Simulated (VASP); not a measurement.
# GaSb (F-43m) in VASP: further runs, part 2 of 2

VASP 6.6.1. The steps go on from the part before.

### 4 Single point, HF

POSCAR reads:

```
GaSb
1.0
    0.0000000000      3.0556142815      3.0556142815
    3.0556142815      0.0000000000      3.0556142815
    3.0556142815      3.0556142815      0.0000000000
Ga Sb
1 1
Direct
    0.0000000000      0.0000000000      0.0000000000
    0.2500000000      0.2500000000      0.2500000000
```

INCAR.step1 reads:

```
SYSTEM = GaSb
ALGO = Normal
EDIFF = 1E-5
ENCUT = 520
GGA = PE
ISIF = 2
ISMEAR = 0
LASPH = .True.
LREAL = .False.
LWAVE = .True.
NBANDS = 16
NELM = 80
PREC = Accurate
SIGMA = 0.1
```

INCAR.step2 reads:

```
SYSTEM = GaSb
AEXX = 1.0
AGGAC = 0.0
ALDAC = 0.0
ALGO = Normal
EDIFF = 1E-6
ENCUT = 520
GGA = PE
ISIF = 2
ISMEAR = 0
ISTART = 1
LASPH = .True.
LCHARG = .True.
LELF = .True.
LHFCALC = .True.
LREAL = .False.
LVHAR = .True.
LWAVE = .False.
NBANDS = 16
NELM = 80
PREC = Accurate
PRECFOCK = Normal
SIGMA = 0.1
```

KPOINTS reads:

```
k-points
0
Gamma
  4 4 4
  0 0 0
```

Potentials or basis: VASP PAW PBE potentials, release 64 (Ga_d, Sb).

Run with:

```bash
$ cat potpaw_PBE.64/Ga_d/POTCAR potpaw_PBE.64/Sb/POTCAR > POTCAR
$ cp INCAR.step1 INCAR
$ mpirun -np 1 vasp_std > vasp.out
$ cp INCAR.step2 INCAR
$ mpirun -np 1 vasp_std > vasp.out
```

OUTCAR:

```text
SYSTEM = GaSb
   AEXX = 1.0
   EDIFF = 1E-6
   ENCUT = 520
   GGA = PE
   ISIF = 2
   ISMEAR = 0
   ISTART = 1
   LASPH = .True.
   LHFCALC = .True.
   LREAL = .False.
   NELM = 80
   PREC = Accurate
   PRECFOCK = Normal

 ion  position               nearest neighbor table
   1  0.000  0.000  0.000-   2 2.65   2 2.65   2 2.65   2 2.65
   2  0.250  0.250  0.250-   1 2.65   1 2.65   1 2.65   1 2.65

  LATTYP: Found a face centered cubic cell.
 ALAT       =     6.1112285630

  Lattice vectors:

 A1 = (   0.0000000000,   3.0556142815,   3.0556142815)
 A2 = (   3.0556142815,   0.0000000000,   3.0556142815)
 A3 = (   3.0556142815,   3.0556142815,   0.0000000000)

Analysis of symmetry for initial positions (statically):
=====================================================================
 Subroutine PRICEL returns:
 Original cell was already a primitive cell.

 Routine SETGRP: Setting up the symmetry group for a
 face centered cubic supercell.

 Subroutine GETGRP returns: Found 24 space group operations
 (whereof 24 operations were pure point group operations)
 out of a pool of 48 trial point group operations.

The static configuration has the point symmetry T_d .
[... 151 lines left out ...]

 E-fermi :  -1.5725     XC(G=0):   0.0000

 val. band max:       -2.0703417424   @ k =   0.0000   0.0000   0.0000
 cond. band min:       8.1826468723   @ k =   0.5000   0.5000   0.0000
 fundamental gap:     10.2529886147
 Fermi energy:        -1.5725229029

 k-point     1 :       0.0000    0.0000    0.0000
  band No.  band energies     occupation
      1     -25.3353      2.00000
      2     -25.3353      2.00000
      3     -25.3353      2.00000
      4     -25.2707      2.00000
      5     -25.2707      2.00000
      6     -10.8249      2.00000
[... 129 lines left out ...]
      3     -25.3165      2.00000
      4     -25.2752      2.00000
      5     -25.2710      2.00000
      6      -7.5937      2.00000
[... 8 lines left out ...]
     15      19.3409      0.00000
     16      19.8635      0.00000

------------------------ aborting loop because EDIFF is reached ----------------------------------------

  FORCE on cell =-STRESS in cart. coord.  units (eV):
  Direction    XX          YY          ZZ          XY          YZ          ZX
  --------------------------------------------------------------------------------------
  -------------------------------------------------------------------------------------
  Total       -7.8746883     -7.8746883     -7.8746883     -0.0000000      0.0000000     -0.0000000
  in kB     -221.1150817   -221.1150817   -221.1150817     -0.0000000      0.0000000     -0.0000000
  external PRESSURE =    -221.1150817 kB  Pullay stress =       0.0000000 kB

 VOLUME and BASIS-vectors are now :
 -----------------------------------------------------------------------------
  energy-cutoff  :      520.00
  volume of cell :       57.06
      direct lattice vectors                 reciprocal lattice vectors
     0.000000000  3.055614282  3.055614282    -0.163633219  0.163633219  0.163633219
     3.055614282  0.000000000  3.055614282     0.163633219 -0.163633219  0.163633219
     3.055614282  3.055614282  0.000000000     0.163633219  0.163633219 -0.163633219

 POSITION                                       TOTAL-FORCE (eV/Angst)
 -----------------------------------------------------------------------------------
      0.00000      0.00000      0.00000         0.000000      0.000000      0.000000
      1.52781      1.52781      1.52781        -0.000000     -0.000000     -0.000000
 -----------------------------------------------------------------------------------
    total drift:                                0.000005     -0.000000     -0.000002

  FREE ENERGIE OF THE ION-ELECTRON SYSTEM (eV)
  ---------------------------------------------------
  free  energy   TOTEN  =       -42.1028946705 eV

  energy  without entropy=      -42.1028946705  energy(sigma->0) =      -42.10289467
```

OSZICAR.step1:

```text
N       E                     dE             d eps       ncg     rms          rms(c)
DAV:   1     0.836090037008E+02    0.83609E+02   -0.86181E+03   256   0.134E+03
DAV:   2    -0.894744832382E+00   -0.84504E+02   -0.80908E+02   296   0.296E+02
DAV:   3    -0.711228094761E+01   -0.62175E+01   -0.62009E+01   296   0.652E+01
DAV:   4    -0.721646014513E+01   -0.10418E+00   -0.10417E+00   344   0.924E+00
DAV:   5    -0.721880747801E+01   -0.23473E-02   -0.23473E-02   312   0.125E+00    0.326E+00
DAV:   6    -0.716602558526E+01    0.52782E-01   -0.73873E-02   384   0.411E+00    0.197E+00
DAV:   7    -0.715126999307E+01    0.14756E-01   -0.46775E-02   288   0.157E+00    0.405E-01
DAV:   8    -0.715284887946E+01   -0.15789E-02   -0.50792E-03   352   0.752E-01    0.101E-01
DAV:   9    -0.715352607739E+01   -0.67720E-03   -0.86092E-04   296   0.228E-01    0.354E-02
DAV:  10    -0.715357558240E+01   -0.49505E-04   -0.51430E-05   328   0.439E-02    0.960E-03
DAV:  11    -0.715360391030E+01   -0.28328E-04   -0.37786E-05   280   0.408E-02    0.781E-03
DAV:  12    -0.715360488691E+01   -0.97661E-06   -0.17763E-06   272   0.999E-03
   1 F= -.71536049E+01 E0= -.71522898E+01  d E =-.263018E-02
```

It took 18 min on 1 thread of Intel Xeon 6975P-C (Granite Rapids), shared host; peak memory 0.19 GiB.

What came out:

```yaml
Free_energy: -42.1029 eV
Pressure: -22.1 GPa
Band_gap_on_the_k_mesh: 10.25 eV, indirect (least direct gap 11.92 eV)
```

Caveat: the k points lie up to 0.45 Å⁻¹ apart; the PAW data sets were made with another functional, which shifts forces and pressure a little; spin-orbit coupling is left out, which moves the levels of the heavy elements. A k mesh can miss the band edges.

### 5 The runs side by side

```csv
level,potentials or basis,k mesh,grid for exact exchange (PRECFOCK),gap on the mesh (eV),pressure (GPa)
LDA,"VASP PAW LDA potentials, release 64 (Ga_d, Sb)",12 × 12 × 12,-,none,-1.4
PBE0,"VASP PAW PBE potentials, release 64 (Ga_d, Sb)",4 × 4 × 4,Normal,1.63,0.2
HF,"VASP PAW PBE potentials, release 64 (Ga_d, Sb)",4 × 4 × 4,Normal,10.25,-22.1
```

Alike in all rows: task single point; no spin polarisation; cell as given; cutoff (eV) 520; smearing gaussian 0.1 eV.

Caveats: some runs use coarse meshes; spin-orbit coupling is left out, which moves the levels of the heavy elements; the PAW data sets were made with another functional, which shifts forces and pressure a little (some runs).

Absolute energies hang on the potentials; compare differences alone.
